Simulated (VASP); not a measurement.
## Rh: electric field gradients with LDA

The system is Rh.

```
Rh
1.0
     0.00000    1.89519    1.89519
     1.89519    0.00000    1.89519
     1.89519    1.89519    0.00000
Rh
1
Direct
  0.00000 0.00000 0.00000
```

```yaml
Program: VASP 6.6.1
Task: electric field gradients
Functional: LDA
Potentials_or_basis: VASP PAW LDA potentials, release 64 (Rh_pv)
Cutoff: 520 eV
k_mesh: 16 × 16 × 16
Occupations: fermi-dirac, width 0.03 eV
Spin: no spin polarisation
Dipole_correction: no
Further_INCAR_settings: ALGO = Normal; EDIFF = 1e-08; NBANDS = 14
```

```yaml
Pressure: -7.7 GPa
Band_gap_on_the_k_mesh: zero (an odd number of electrons rules out a gap without spin polarisation)
Largest_electric_field_gradient_by_atom: zero within the noise of the run
```

Levels at points of the mesh, in eV from the Fermi level:
| k point | band 4 | band 5 | band 6 | band 7 | band 8 | band 9 | band 10 | band 11 |
| --- | --- | --- | --- | --- | --- | --- | --- | --- |
| (0.00, 0.00, 0.00) | -8.09 | -3.15 | -3.15 | -3.15 | -0.99 | -0.99 | 15.95 | 20.34 |
| (0.50, 0.00, 0.00) | -6.24 | -3.21 | -3.21 | 0.60 | 0.60 | 0.69 | 8.70 | 15.47 |
| (0.50, 0.50, 0.00) | -6.42 | -6.06 | 0.59 | 1.02 | 1.02 | 3.22 | 12.38 | 13.27 |

Wall time 38 s on 1 thread of AMD EPYC 7R13 (shared host), peak memory 0.11 GiB.

Caveat: the cell stands under tension.
